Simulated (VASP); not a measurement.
Input of a VASP 6.6.1 run:

INCAR

```
ALGO = Fast
EDIFF = 1E-8
ENCUT = 600
GGA = PS
IBRION = 6
ISIF = 3
ISMEAR = -1
ISPIN = 2
LASPH = True
LCHARG = True
LMAXMIX = 4
LORBIT = 11
LREAL = False
LWAVE = False
MAGMOM = 1
NBANDS = 15
NELM = 150
NFREE = 2
NSW = 1
POTIM = 0.015
PREC = Accurate
SIGMA = 0.05
```

File KPOINTS:

```
k-points
0
Gamma
  10 10 10
```

Contents of POSCAR:

```
Ni
1.0
   -1.3837154700      1.3837154700      1.3837154700
    1.3837154700     -1.3837154700      1.3837154700
    1.3837154700      1.3837154700     -1.3837154700
Ni
1
Direct
    0.0000000000      0.0000000000      0.0000000000
```

Potentials or basis: VASP PAW PBE potentials, release 64 (Ni).

The run is started by

```sh
$ cat potpaw_PBE.64/Ni/POTCAR > POTCAR
$ mpirun -np 1 vasp_std > vasp.out
```

(1) What does it give for the elastic constants C11, C12, C44?

(2) What does it give for the Voigt bulk modulus?

(3) Estimate the net moment.

(4) What does it give for the site moments?

Results:

(1) 132, 213, 155 GPa.

(2) 186 GPa.

(3) 0.41 μB per cell.

(4) Ni +0.41 μB.

Caveat: the cell is under stress, which shifts elastic constants; the elastic tensor has a negative eigenvalue, so either the cell is unstable as it stands or the mesh is too thin; the PAW data sets were made with another functional, which shifts forces and pressure a little.
